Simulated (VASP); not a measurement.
## Na2S: single point with PBE

The system is Na2S.

```
S Na
1.0
     0.03255    3.28799    3.28799
     3.28799    0.03255    3.28799
     3.28799    3.28799    0.03255
S Na
1 2
Direct
  0.00000 0.00000 0.00000
  0.24948 0.24948 0.24948
  0.75052 0.75052 0.75052
```

This cell differs from its parent crystal: strain along [111] +1.5%.

```
Program                : VASP 6.6.1
Task                   : single point
Functional             : PBE
Potentials or basis    : VASP PAW PBE potentials, release 64 (S, Na_pv)
Cutoff                 : 500 eV
k mesh                 : 8 × 8 × 8
Occupations            : fermi-dirac, width 0.02 eV
Spin                   : no spin polarisation
Dipole correction      : no
Further INCAR settings : ALGO = Normal; EDIFF = 1e-06; NBANDS = 17
```

```
Pressure               : 0.3 GPa
Largest force          : 0.004 eV/Å
Band gap on the k mesh : 2.47 eV
```

Forces in eV/Å, atoms in the order of the input:
```
S    0.000  0.000  0.000
Na  -0.003 -0.003 -0.003
Na   0.003  0.003  0.003
```

Stress tensor (GPa, compression positive):
```
 0.34 -0.18 -0.18
-0.18  0.34 -0.18
-0.18 -0.18  0.34
```

Levels at points of the mesh, in eV from the valence-band top:
| k point | band 6 | band 7 | band 8 | band 9 | band 10 | band 11 | band 12 | band 13 | band 14 | band 15 |
| --- | --- | --- | --- | --- | --- | --- | --- | --- | --- | --- |
| (0.00, 0.00, 0.00) | -22.20 | -10.15 | -0.04 | 0.00 | 0.00 | 2.47 | 7.62 | 7.78 | 7.78 | 9.34 |
| (0.50, 0.00, 0.00) | -22.23 | -9.91 | -1.65 | -0.16 | -0.14 | 4.76 | 6.44 | 7.07 | 7.16 | 11.15 |
| (0.50, 0.50, 0.00) | -22.19 | -9.83 | -1.48 | -0.49 | -0.45 | 3.83 | 5.99 | 8.43 | 9.73 | 9.78 |
| (0.50, 0.50, 0.50) | -22.23 | -9.92 | -1.66 | -0.12 | -0.12 | 4.80 | 6.41 | 7.20 | 7.20 | 11.15 |

Wall time 70 s on 1 thread of AMD EPYC 9R45 96-Core Processor (Zen 5), on a shared host, peak memory 0.19 GiB.

Caveat: the cell differs from its parent crystal (strain along [111] +1.5%). A k mesh can miss the band edges.
